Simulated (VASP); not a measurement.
# Ru in VASP: notebook

Ru is run at these levels: PBE; tasks: single point.

All numbers are computed with VASP 6.6.1; they aren't measurements. Logs are shortened: lines on timing, memory, paths and dates and some standing lists are left out, and cuts for length are marked.

## Step 1: The cell of the first run

The cell holds a slab with vacuum, 6 atoms: a = 2.720 Å, b = 4.297 Å, c = 19.496 Å, α = 90.00°, β = 90.00°, γ = 90.00°.

## Step 2: Single point, PBE

INCAR reads:

```
SYSTEM = Ru
  PREC = Accurate
  ENCUT = 520
  EDIFF = 1E-7
  ISMEAR = 0
  SIGMA = 0.1
  LREAL = .FALSE.
  LASPH = .TRUE.
  NELM = 80
  ALGO = Normal
  ISIF = 2
  LWAVE = .FALSE.
  LCHARG = .TRUE.
  LDIPOL = .TRUE.
  IDIPOL = 3
  DIPOL = 0.5 0.5 0.498
  GGA = PE
  LELF = .TRUE.
  LVHAR = .TRUE.
  LVACPOTAV = .TRUE.
  NBANDS = 51
```

KPOINTS reads:

```
regular mesh
0
G
  11 7 1
  0 0 0
```

POSCAR reads:

```
Ru
1.0
    2.7197977462      0.0000000000      0.0000000000
    0.0000000000      4.2966597640      0.0000000000
    0.0000000000      0.0000000000     19.4959658632
Ru
6
Direct
    0.0000000000      0.7500000000      0.3590486385
    0.5000000000      0.2500000000      0.3993204561
    0.5000000000      0.7500000000      0.4798640912
    0.0000000000      0.2500000000      0.5180773846
    0.0000000000      0.7500000000      0.5994377732
    0.5000000000      0.2500000000      0.6328662980
```

Potentials or basis: VASP PAW PBE potentials, release 64 (Ru_pv).

The run is started by

```console
cat potpaw_PBE.64/Ru_pv/POTCAR > POTCAR
mpirun -np 1 vasp_std > vasp.out
```

OUTCAR:

```text
SYSTEM = Ru
   PREC = Accurate
   ENCUT = 520
   EDIFF = 1E-7
   ISMEAR = 0
   LREAL = .FALSE.
   LASPH = .TRUE.
   NELM = 80
   ISIF = 2
   GGA = PE

 ion  position               nearest neighbor table
   1  0.000  0.750  0.359-   2 2.66   2 2.66   2 2.66   2 2.66   3 2.72   3 2.72
   2  0.500  0.250  0.399-   3 2.66   3 2.66   1 2.66   1 2.66   1 2.66   1 2.66   4 2.69   4 2.69

   3  0.500  0.750  0.480-   4 2.65   4 2.65   4 2.65   4 2.65   2 2.66   2 2.66   5 2.70   5 2.70
                             1 2.72   1 2.72
   4  0.000  0.250  0.518-   6 2.62   6 2.62   3 2.65   3 2.65   3 2.65   3 2.65   5 2.67   5 2.67
                             2 2.69   2 2.69
   5  0.000  0.750  0.599-   6 2.62   6 2.62   6 2.62   6 2.62   4 2.67   4 2.67   3 2.70   3 2.70

   6  0.500  0.250  0.633-   4 2.62   4 2.62   5 2.62   5 2.62   5 2.62   5 2.62

  LATTYP: Found a simple orthorhombic cell.
 ALAT       =     2.7197977462
 B/A-ratio  =     1.5797717937
 C/A-ratio  =     7.1681675192

  Lattice vectors:

 A1 = (   2.7197977462,   0.0000000000,   0.0000000000)
 A2 = (   0.0000000000,   4.2966597640,   0.0000000000)
 A3 = (   0.0000000000,   0.0000000000,  19.4959658632)

Analysis of symmetry for initial positions (statically):
=====================================================================
 Subroutine PRICEL returns:
 Original cell was already a primitive cell.

 Routine SETGRP: Setting up the symmetry group for a
 simple orthorhombic supercell.

 Subroutine GETGRP returns: Found  4 space group operations
 (whereof  2 operations were pure point group operations)
 out of a pool of  8 trial point group operations.

The static configuration has the point symmetry C_1h.
 The point group associated with its full space group is C_2v.

Analysis of symmetry for dynamics (positions and initial velocities):
=====================================================================
 Subroutine PRICEL returns:
 Original cell was already a primitive cell.

 Routine SETGRP: Setting up the symmetry group for a
 simple orthorhombic supercell.

 Subroutine GETGRP returns: Found  4 space group operations
 (whereof  2 operations were pure point group operations)
 out of a pool of  8 trial point group operations.

The dynamic configuration has the point symmetry C_1h.
 The point group associated with its full space group is C_2v.

 Subroutine INISYM returns: Found  4 space group operations
 (whereof  2 operations are pure point group operations),
[... 109 lines left out ...]
   ISIF   =      2    stress and relaxation
   ISYM   =      2    0-nonsym 1-usesym 2-fastsym
   POTIM  = 0.5000    time-step for ionic-motion
   TEBEG  =    0.0;   TEEND  =   0.0 temperature during run
   PSTRESS=    0.0 pullay stress
   NELECT =      84.0000    total number of electrons
   NUPDOWN=      -1.0000    fix difference up-down
   EMIN   =  10.00;   EMAX   =-10.00  energy-range for DOS
   EFERMI =   0.00;   METHOD = LEGACY
   ISMEAR =     0;   SIGMA  =   0.10  broadening in eV -4-tet -1-fermi 0-gaus
   EFERMI_NEDOS =   21; number of points for ismear=-14 and -15
   IALGO  =     38    algorithm
   IMIX   =      4    mixing-type and parameters
     AMIX     =   0.40;   BMIX     =  1.00
     AMIX_MAG =   1.60;   BMIX_MAG =  1.00
  volume/ion in A,a.u.               =      37.97       256.25
  Fermi-wavevector in a.u.,A,eV,Ry     =   1.173898  2.218346 18.749335  1.378037
  Thomas-Fermi vector in A             =   2.310304
   LORBIT       =      0    0 simple, 1 ext, 2 COOP (PROOUT), +10 PAW based schemes
   GGA     = PE    functional components
   LHFCALC =     F    Hartree Fock is set to
   AEXX    =    0.0000 exact exchange contribution
   IVDW    =     0    specifies the selected vdW correction
   LEPSILON=     F    determine dielectric tensor
   LRPA    =     F    only Hartree local field effects (RPA)
 non-spin polarized calculation
 Gauss-broadening in eV      SIGMA  =   0.10
  energy-cutoff  :      520.00
  volume of cell :      227.83
 maximum number of plane-waves:      6199
   NGX = 11   NGY = 15   NGZ = 73

 dipolmoment           0.000000      0.000000     -0.083143 electrons x Angstroem

 number of electron      84.0000035 magnetization

 dipolmoment           0.000000      0.000000      0.004834 electrons x Angstroem

 Free energy of the ion-electron system (eV)
  ---------------------------------------------------
  ext. energy  EPLUGINS =         0.00000000
  ---------------------------------------------------
  free energy    TOTEN  =       -51.07205753 eV

  energy without entropy =      -51.02347632  energy(sigma->0) =      -51.04776692

 E-fermi :   1.5854     XC(G=0):  -6.1077

 val. band max:        1.5809406066   @ k =   0.2727   0.2857   0.0000
 cond. band min:       1.5897005629   @ k =   0.0000   0.0000   0.0000
 fundamental gap:      0.0087599563
 Fermi energy:         1.5854117105

 k-point     1 :       0.0000    0.0000    0.0000
  band No.  band energies     occupation
      1     -42.0520      2.00000
      2     -41.8095      2.00000
      3     -41.6717      2.00000
      4     -41.6296      2.00000
      5     -41.5352      2.00000
      6     -41.4524      2.00000
[... 1285 lines left out ...]
     50       4.6447      0.00000
     51       5.1794      0.00000

------------------------ aborting loop because EDIFF is reached ----------------------------------------

  FORCE on cell =-STRESS in cart. coord.  units (eV):
  Direction    XX          YY          ZZ          XY          YZ          ZX
  --------------------------------------------------------------------------------------
  -------------------------------------------------------------------------------------
  Total       -4.6229565     -3.8389154     -1.4113294      0.0000000      0.0000000      0.0000000
  in kB      -32.5100813    -26.9964585     -9.9249116      0.0000000      0.0000000      0.0000000
  external PRESSURE =     -23.1438171 kB  Pullay stress =       0.0000000 kB

 VOLUME and BASIS-vectors are now :
 -----------------------------------------------------------------------------
  energy-cutoff  :      520.00
  volume of cell :      227.83
      direct lattice vectors                 reciprocal lattice vectors
     2.719797746  0.000000000  0.000000000     0.367674398  0.000000000  0.000000000
     0.000000000  4.296659764  0.000000000     0.000000000  0.232738931  0.000000000
     0.000000000  0.000000000 19.495965863     0.000000000  0.000000000  0.051292663

 POSITION                                       TOTAL-FORCE (eV/Angst)
 -----------------------------------------------------------------------------------
      0.00000      3.22249      7.00000         0.000000      0.000000      1.064961
      1.35990      1.07416      7.78514         0.000000      0.000000     -0.709155
      1.35990      3.22249      9.35541         0.000000      0.000000     -0.387571
      0.00000      1.07416     10.10042         0.000000      0.000000      0.011305
      0.00000      3.22249     11.68662         0.000000      0.000000      0.019560
      1.35990      1.07416     12.33834         0.000000      0.000000      0.000899
 -----------------------------------------------------------------------------------
    total drift:                               -0.000000      0.000000     -0.001479

  FREE ENERGIE OF THE ION-ELECTRON SYSTEM (eV)
  ---------------------------------------------------
  free  energy   TOTEN  =       -51.0720575277 eV

  energy  without entropy=      -51.0234763160  energy(sigma->0) =      -51.04776692

 vacuum level on the upper side and lower side of the slab         6.396         6.322
```

OSZICAR:

```text
N       E                     dE             d eps       ncg     rms          rms(c)
DAV:   1     0.862356135207E+03    0.86236E+03   -0.52671E+04  3192   0.155E+03
DAV:   2    -0.275420669826E+02   -0.88990E+03   -0.86414E+03  2708   0.458E+02
DAV:   3    -0.541922735702E+02   -0.26650E+02   -0.25323E+02  3129   0.766E+01
[... 22 lines left out ...]
DAV:  26    -0.510720469150E+02   -0.15413E-04   -0.69935E-07  1893   0.277E-03    0.602E-04
DAV:  27    -0.510720555834E+02   -0.86684E-05   -0.43261E-07  1797   0.124E-03    0.390E-04
DAV:  28    -0.510720570766E+02   -0.14931E-05   -0.65558E-08  1614   0.657E-04    0.168E-04
DAV:  29    -0.510720574798E+02   -0.40330E-06   -0.18465E-08  1403   0.320E-04    0.643E-05
DAV:  30    -0.510720575277E+02   -0.47885E-07   -0.41496E-09  1367   0.164E-04
   1 F= -.51072058E+02 E0= -.51047767E+02  d E =-.485812E-01
```

stdout:

```text
POSCAR found type information on POSCAR Ru
 POSCAR found :  1 types and       6 ions
 scaLAPACK will be used
 LDA part: xc-table for (Slater+PW92), standard interpolation
 POSCAR, INCAR and KPOINTS ok, starting setup
 FFT: planning ... GRIDC
 FFT: planning ... GRID_SOFT
 FFT: planning ... GRID
 WAVECAR not read
 entering main loop
 -----------------------------------------------------------------------------
|                                                                             |
|           W    W    AA    RRRRR   N    N  II  N    N   GGGG   !!!           |
|           W    W   A  A   R    R  NN   N  II  NN   N  G    G  !!!           |
|           W    W  A    A  R    R  N N  N  II  N N  N  G       !!!           |
|           W WW W  AAAAAA  RRRRR   N  N N  II  N  N N  G  GGG   !            |
|           WW  WW  A    A  R   R   N   NN  II  N   NN  G    G                |
|           W    W  A    A  R    R  N    N  II  N    N   GGGG   !!!           |
|                                                                             |
|     Did not find any points to average over, which means that no vacuum     |
|     field-free region was found. Please increase the size of  your cell     |
|     in the dimension of the dipole correction to obtain accurate            |
|     workfunction values.                                                    |
|                                                                             |
 -----------------------------------------------------------------------------
```

It took 7.8 min on 1 thread of Intel Xeon 6975P-C, shared host; peak memory 0.41 GiB.

What came out:

```
Free energy            : -51.0721 eV
Largest force          : 1.065 eV/Å
Band gap on the k mesh : zero (band 42 reaches 2.07 eV, above the bottom of band 43 at 1.12 eV)
```

Forces on the atoms (eV/Å):
```
Ru   0.000  0.000  1.065
Ru   0.000  0.000 -0.709
Ru   0.000  0.000 -0.388
Ru   0.000  0.000  0.011
Ru   0.000  0.000  0.020
Ru   0.000  0.000  0.001
```

Levels at points of the mesh, in eV from the Fermi level:
```
           k point  band 40  band 41  band 42  band 43  band 44  band 45
(0.00, 0.00, 0.00)    -1.22    -0.87    -0.80    -0.46    -0.42     0.00
```

## Step 3: Single point, PBE

Changes to INCAR since step 2:

```diff
@@ -9,3 +9,3 @@
   NELM = 80
-  ALGO = Normal
+  ALGO = Fast
   ISIF = 2
```

KPOINTS is that of step 2.

Changes to POSCAR since step 2:

```diff
@@ -11,4 +11,4 @@
     0.5000000000      0.7500000000      0.4798640912
-    0.0000000000      0.2500000000      0.5180773846
-    0.0000000000      0.7500000000      0.5994377732
-    0.5000000000      0.2500000000      0.6328662980
+    0.0000000000      0.2500000000      0.5180773861
+    0.0000000000      0.7500000000      0.5994377759
+    0.5000000000      0.2500000000      0.6328663006
```

Potentials or basis: VASP PAW PBE potentials, release 64 (Ru_pv).

The run is started by

```console
cat potpaw_PBE.64/Ru_pv/POTCAR > POTCAR
mpirun -np 1 vasp_std > vasp.out
```

Run time: 23 min. Hardware: 1 thread of AMD EPYC 7R13, shared host; peak memory 0.38 GiB.

The run converged. Its results:

```
Free energy            : -51.0721 eV
Largest force          : 1.065 eV/Å
Band gap on the k mesh : zero (band 42 reaches 2.07 eV, above the bottom of band 43 at 1.12 eV)
```

Forces on the atoms (eV/Å):
```
Ru   0.000  0.000  1.065
Ru   0.000  0.000 -0.709
Ru   0.000  0.000 -0.388
Ru   0.000  0.000  0.011
Ru   0.000  0.000  0.020
Ru   0.000  0.000  0.001
```

Levels at points of the mesh, in eV from the Fermi level:
```
           k point  band 38  band 39  band 40  band 41  band 42  band 43  band 44  band 45  band 46  band 47
(0.00, 0.00, 0.00)    -1.50    -1.37    -1.22    -0.87    -0.80    -0.46    -0.42     0.00     0.04     1.13
```
